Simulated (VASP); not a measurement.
# AlV2C (P6_3/mmc) in VASP: further runs, part 2 of 2

VASP 6.6.1. The steps go on from the part before.

## (3) Single point, PBEsol, collinear spin, ferromagnetic start

This run uses another cell than the first one, of 12.07 Å³/atom.

Contents of INCAR:

```
SYSTEM = AlV2C
PREC = Accurate
ENCUT = 520
EDIFF = 1E-6
ISMEAR = -1
SIGMA = 0.05
LREAL = .False.
LASPH = .True.
NELM = 150
ALGO = Normal
ISIF = 2
LWAVE = .False.
LCHARG = .False.
ISPIN = 2
MAGMOM = 2 2 2 2 0 0 0 0
LORBIT = 11
LMAXMIX = 4
GGA = PS
NBANDS = 47
```

Contents of KPOINTS:

```
regular mesh
0
Gamma
  9 9 2
  0 0 0
```

Contents of POSCAR:

```
AlV2C
1.0
    2.8875990726      0.0000000000      0.0000000000
   -1.4437995363      2.5007341528      0.0000000000
    0.0000000000      0.0000000000     13.3669195722
V Al C
4 2 2
Direct
    0.3333333333      0.6666666667      0.9136157800
    0.6666666667      0.3333333333      0.0863842200
    0.6666666667      0.3333333333      0.4136157800
    0.3333333333      0.6666666667      0.5863842200
    0.6666666667      0.3333333333      0.7500000000
    0.3333333333      0.6666666667      0.2500000000
    0.0000000000      0.0000000000      0.5000000000
    0.0000000000      0.0000000000      0.0000000000
```

Potentials or basis: VASP PAW PBE potentials, release 64 (V_sv, Al, C).

On the command line:

```console
$ cat potpaw_PBE.64/V_sv/POTCAR potpaw_PBE.64/Al/POTCAR potpaw_PBE.64/C/POTCAR > POTCAR
$ mpirun -np 1 vasp_std > vasp.out
```

It took 2.1 min on 1 thread of Intel Xeon 6975P-C (Granite Rapids), shared host; peak memory 0.37 GiB.

The run converged. Its results:

- Free energy: -70.4844 eV
- Pressure: -7.4 GPa
- Largest force: 0.820 eV/Å
- Band gap on the k mesh: zero (filled and empty bands overlap)
- Net moment: 0.00 μB per cell
- Valence electrons inside the program's atomic spheres: V 11.69; Al 0.81; C 2.44

Forces on the atoms (eV/Å):
```
V    0.000  0.000  0.820
V    0.000  0.000 -0.820
V    0.000  0.000  0.820
V    0.000  0.000 -0.820
Al   0.000  0.000  0.000
Al   0.000  0.000  0.000
C    0.000  0.000  0.000
C    0.000  0.000  0.000
```

Stress tensor (GPa, compression positive):
```
 -5.37   0.00   0.00
  0.00  -5.37   0.00
  0.00   0.00 -11.60
```

Levels at points of the mesh, in eV from the Fermi level:
Spin up:
| k point | band 29 | band 30 | band 31 | band 32 | band 33 | band 34 | band 35 | band 36 | band 37 | band 38 |
| --- | --- | --- | --- | --- | --- | --- | --- | --- | --- | --- |
| (0.00, 0.00, 0.00) | -1.14 | -0.81 | -0.25 | -0.25 | -0.23 | -0.23 | 0.58 | 0.58 | 0.62 | 0.62 |
| (0.00, 0.00, 0.50) | -0.94 | -0.94 | -0.24 | -0.24 | -0.24 | -0.24 | 0.60 | 0.60 | 0.60 | 0.60 |
Spin down:
```
           k point  band 29  band 30  band 31  band 32  band 33  band 34  band 35  band 36  band 37  band 38
(0.00, 0.00, 0.00)    -1.14    -0.81    -0.25    -0.25    -0.23    -0.23     0.58     0.58     0.62     0.62
(0.00, 0.00, 0.50)    -0.94    -0.94    -0.24    -0.24    -0.24    -0.24     0.60     0.60     0.60     0.60
```

Caveat: the cell stands under tension; the PAW data sets were made with another functional, which shifts forces and pressure a little.

## (4) Single point, PBEsol, collinear spin, ferromagnetic start

This run uses another cell than the first one, of 12.54 Å³/atom.

Contents of INCAR:

```
SYSTEM = AlV2C
  ALGO = Normal
  EDIFF = 1E-7
  ENCUT = 520
  GGA = PS
  ISIF = 2
  ISMEAR = -1
  ISPIN = 2
  LASPH = .True.
  LCHARG = .False.
  LMAXMIX = 4
  LORBIT = 11
  LREAL = .False.
  LWAVE = .False.
  MAGMOM = 2 2 2 2 0 0 0 0
  NBANDS = 47
  NELM = 150
  PREC = Accurate
  SIGMA = 0.05
```

Contents of KPOINTS:

```
k-points
0
Gamma
  11 11 2
  0 0 0
```

Changes to POSCAR since step 3:

```diff
@@ -2,5 +2,5 @@
 1.0
-    2.8875990726      0.0000000000      0.0000000000
-   -1.4437995363      2.5007341528      0.0000000000
-    0.0000000000      0.0000000000     13.3669195722
+    2.9442330404      0.0000000000      0.0000000000
+   -1.4721165202      2.5497806077      0.0000000000
+    0.0000000000      0.0000000000     13.3618456785
 V Al C
```

On the command line:

```console
$ cat potpaw_PBE.64/V_sv/POTCAR potpaw_PBE.64/Al/POTCAR potpaw_PBE.64/C/POTCAR > POTCAR
$ mpirun -np 1 vasp_std > vasp.out
```

Wall time 5.2 min (1 thread of Intel Xeon Platinum 8375C at 2.90GHz (Ice Lake), shared host); peak memory 0.41 GiB.

It converged, with:

| Property | Result |
| --- | --- |
| Free energy | -70.2599 eV |
| Pressure | -14.0 GPa |
| Largest force | 0.969 eV/Å |
| Band gap on the k mesh | zero (filled and empty bands overlap) |
| Net moment | 0.00 μB per cell |
| Valence electrons inside the program's atomic spheres | V 11.62; Al 0.79; C 2.41 |

Forces on the atoms (eV/Å):
```
V    0.000  0.000  0.969
V    0.000  0.000 -0.969
V    0.000  0.000  0.969
V    0.000  0.000 -0.969
Al   0.000  0.000  0.000
Al   0.000  0.000  0.000
C    0.000  0.000  0.000
C    0.000  0.000  0.000
```

Stress tensor (GPa, compression positive):
```
-13.55   0.00   0.00
  0.00 -13.55   0.00
  0.00   0.00 -14.90
```

Levels at points of the mesh, in eV from the Fermi level:
Spin up:
```tsv
k point	band 31	band 32	band 33	band 34	band 35	band 36
(0.00, 0.00, 0.00)	-0.24	-0.24	-0.23	-0.23	0.54	0.54
(0.00, 0.00, 0.50)	-0.23	-0.23	-0.23	-0.23	0.56	0.56
```
Spin down:
```
           k point  band 31  band 32  band 33  band 34  band 35  band 36
(0.00, 0.00, 0.00)    -0.24    -0.24    -0.23    -0.23     0.54     0.54
(0.00, 0.00, 0.50)    -0.23    -0.23    -0.23    -0.23     0.56     0.56
```

Caveat: the cell stands under tension; the PAW data sets were made with another functional, which shifts forces and pressure a little.

## (5) Single point, BLYP, collinear spin, ferromagnetic start

This run uses another cell than the first one, of 12.40 Å³/atom.

Contents of INCAR:

```
SYSTEM = AlV2C
PREC = Accurate
ENCUT = 520
EDIFF = 1E-6
ISMEAR = -1
SIGMA = 0.05
LREAL = .FALSE.
LASPH = .TRUE.
NELM = 150
ALGO = Normal
ISIF = 2
LWAVE = .FALSE.
LCHARG = .TRUE.
ISPIN = 2
MAGMOM = 2 2 2 2 0 0 0 0
LORBIT = 11
LMAXMIX = 4
GGA = B5
ALDAX = 1.0
AGGAX = 1.0
AGGAC = 1.0
ALDAC = 0.0
LELF = .TRUE.
LVHAR = .TRUE.
NBANDS = 47
```

Contents of KPOINTS:

```
Automatic mesh
0
G
  11 11 2
  0 0 0
```

Contents of POSCAR:

```
AlV2C
1.0
    2.9485871187      0.0000000000      0.0000000000
   -1.4742935593      2.5535513501      0.0000000000
    0.0000000000      0.0000000000     13.1800584618
V Al C
4 2 2
Direct
    0.3333333333      0.6666666667      0.9145883165
    0.6666666667      0.3333333333      0.0854116835
    0.6666666667      0.3333333333      0.4145883165
    0.3333333333      0.6666666667      0.5854116835
    0.6666666667      0.3333333333      0.7500000000
    0.3333333333      0.6666666667      0.2500000000
    0.0000000000      0.0000000000      0.5000000000
    0.0000000000      0.0000000000      0.0000000000
```

On the command line:

```console
$ cat potpaw_PBE.64/V_sv/POTCAR potpaw_PBE.64/Al/POTCAR potpaw_PBE.64/C/POTCAR > POTCAR
$ mpirun -np 1 vasp_std > vasp.out
```

It took 4.4 min on 1 thread of AMD EPYC 9R45 (Zen 5), shared host; peak memory 0.37 GiB.

Results (log left out):

```yaml
Free_energy: -57.9623 eV
Pressure: 0.5 GPa
Largest_force: 0.041 eV/Å
Band_gap_on_the_k_mesh: zero (filled and empty bands overlap)
Net_moment: 0.00 μB per cell
Valence_electrons_inside_the_program's_atomic_spheres: V 11.67; Al 0.81; C 2.48
```

Forces in eV/Å, atoms in the order of the input:
```
V    0.000  0.000 -0.041
V    0.000  0.000  0.041
V    0.000  0.000 -0.041
V    0.000  0.000  0.041
Al   0.000  0.000  0.000
Al   0.000  0.000  0.000
C    0.000  0.000  0.000
C    0.000  0.000  0.000
```

Levels at points of the mesh, in eV from the Fermi level:
Spin up:
```
           k point  band 29  band 30  band 31  band 32  band 33  band 34  band 35  band 36  band 37  band 38
(0.00, 0.00, 0.00)    -0.72    -0.47    -0.26    -0.26    -0.24    -0.24     0.51     0.51     0.54     0.54
(0.00, 0.00, 0.50)    -0.57    -0.57    -0.25    -0.25    -0.25    -0.25     0.52     0.52     0.52     0.52
```
Spin down:
```csv
k point,band 31,band 32,band 33,band 34,band 35,band 36
"(0.00, 0.00, 0.00)",-0.26,-0.26,-0.24,-0.24,0.51,0.51
"(0.00, 0.00, 0.50)",-0.25,-0.25,-0.25,-0.25,0.52,0.52
```

Caveat: the PAW data sets were made with another functional, which shifts forces and pressure a little.

## (6) Single point, PBE, collinear spin, ferromagnetic start

This run uses another cell than the first one, of 11.99 Å³/atom.

Contents of INCAR:

```
SYSTEM = AlV2C
  PREC = Accurate
  ENCUT = 520
  EDIFF = 1E-6
  ISMEAR = -1
  SIGMA = 0.05
  LREAL = .FALSE.
  LASPH = .TRUE.
  NELM = 150
  ALGO = Normal
  ISIF = 2
  LWAVE = .FALSE.
  LCHARG = .TRUE.
  ISPIN = 2
  MAGMOM = 2 2 2 2 0 0 0 0
  LORBIT = 11
  LMAXMIX = 4
  GGA = PE
  LELF = .TRUE.
  LVHAR = .TRUE.
  NBANDS = 47
```

Contents of KPOINTS:

```
regular mesh
0
G
  11 11 2
  0 0 0
```

Contents of POSCAR:

```
AlV2C
1.0
    2.9042233851      0.0000000000      0.0000000000
   -1.4521116926      2.5151312298      0.0000000000
    0.0000000000      0.0000000000     13.1348310915
V Al C
4 2 2
Direct
    0.3333333333      0.6666666667      0.9146884869
    0.6666666667      0.3333333333      0.0853115131
    0.6666666667      0.3333333333      0.4146884869
    0.3333333333      0.6666666667      0.5853115131
    0.6666666667      0.3333333333      0.7500000000
    0.3333333333      0.6666666667      0.2500000000
    0.0000000000      0.0000000000      0.5000000000
    0.0000000000      0.0000000000      0.0000000000
```

Potentials or basis: VASP PAW PBE potentials, release 64 (V_sv, Al, C).

On the command line:

```console
$ cat potpaw_PBE.64/V_sv/POTCAR potpaw_PBE.64/Al/POTCAR potpaw_PBE.64/C/POTCAR > POTCAR
$ mpirun -np 1 vasp_std > vasp.out
```

Wall time 4.7 min (1 thread of Intel Xeon Platinum 8488C (Sapphire Rapids), shared host); peak memory 0.4 GiB.

The run converged. Its results:

- Free energy: -66.1396 eV
- Pressure: 0.3 GPa
- Largest force: 0.047 eV/Å
- Band gap on the k mesh: zero (filled and empty bands overlap)
- Net moment: 0.00 μB per cell
- Valence electrons inside the program's atomic spheres: V 11.70; Al 0.81; C 2.48

Forces on the atoms (eV/Å):
```
V    0.000  0.000 -0.047
V    0.000  0.000  0.047
V    0.000  0.000 -0.047
V    0.000  0.000  0.047
Al   0.000  0.000  0.000
Al   0.000  0.000  0.000
C    0.000  0.000  0.000
C    0.000  0.000  0.000
```

Levels at points of the mesh, in eV from the Fermi level:
Spin up:
```tsv
k point	band 29	band 30	band 31	band 32	band 33	band 34	band 35	band 36	band 37	band 38
(0.00, 0.00, 0.00)	-0.88	-0.59	-0.27	-0.27	-0.25	-0.25	0.57	0.57	0.61	0.61
(0.00, 0.00, 0.50)	-0.71	-0.71	-0.26	-0.26	-0.26	-0.26	0.59	0.59	0.59	0.59
```
Spin down:
```csv
k point,band 30,band 31,band 32,band 33,band 34,band 35,band 36,band 37
"(0.00, 0.00, 0.00)",-0.59,-0.27,-0.27,-0.25,-0.25,0.57,0.57,0.61
"(0.00, 0.00, 0.50)",-0.71,-0.26,-0.26,-0.26,-0.26,0.59,0.59,0.59
```

## (7) Summary

```tsv
level	cell	k mesh	gap on the mesh (eV)	pressure (GPa)	moment (μB)	largest force (eV/Å)
PBEsol	a = 2.888, b = 2.888, c = 13.236 Å, angles 90.0, 90.0, 120.0°, 8 atoms, atomic positions A	9 × 9 × 2	none	-5.5	0.00	0.71
PBEsol	a = 2.888, b = 2.888, c = 13.367 Å, angles 90.0, 90.0, 120.0°, 8 atoms, atomic positions A	9 × 9 × 2	none	-7.4	0.00	0.82
PBEsol	a = 2.944, b = 2.944, c = 13.362 Å, angles 90.0, 90.0, 120.0°, 8 atoms, atomic positions A	11 × 11 × 2	none	-14.0	0.00	0.97
BLYP	a = 2.949, b = 2.949, c = 13.180 Å, angles 90.0, 90.0, 120.0°, 8 atoms, atomic positions B	11 × 11 × 2	none	0.5	0.00	0.04
PBE	a = 2.904, b = 2.904, c = 13.135 Å, angles 90.0, 90.0, 120.0°, 8 atoms, atomic positions B	11 × 11 × 2	none	0.3	0.00	0.05
```

Alike in all rows: task single point; potentials or basis VASP PAW PBE potentials, release 64 (V_sv, Al, C); spin collinear, ferromagnetic start; cutoff (eV) 520; smearing fermi-dirac 0.05 eV.

Caveats: the PAW data sets were made with another functional, which shifts forces and pressure a little (at least some runs); the cell stands under tension (at least some runs).

Total energies depend on the potentials used, so only differences within one code and one set of settings carry meaning.
